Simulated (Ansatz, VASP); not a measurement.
## ZnO in VASP and in Ansatz

```
Zn O
1.0
     3.35100    0.00000    0.00000
    -1.67550    2.90205    0.00000
     0.00000    0.00000    5.22600
Zn O
2 2
Direct
  0.33333 0.66667 0.00000
  0.66667 0.33333 0.50000
  0.33333 0.66667 0.37500
  0.66667 0.33333 0.87500
```

Alike in both runs: task single point; functional PBE; k mesh 8 × 8 × 5; occupations fermi-dirac, width 0.1 eV; no spin polarisation.

|  | VASP | Ansatz |
| --- | --- | --- |
| version | VASP 6.6.1 | Ansatz 0.2.0 |
| potentials or method | VASP PAW PBE potentials, release 64 (Zn, O), cutoff 600 eV | PAW, plane waves, scalar-relativistic |
| valence electrons in the cell | 36 | 36 |

```csv
,VASP,Ansatz,Ansatz less VASP
pressure (GPa),-2.6,-3.2,-0.62
"traceless stress, the component that is largest in VASP (GPa)",5.60,5.35,-0.257
rms of the force components (eV/Å),0.237,0.220,-0.0165
```

Atom by atom the forces differ by 0.016 eV/Å (rms over components). The functional is the same, so the differences come from potentials, cutoffs and numerics.
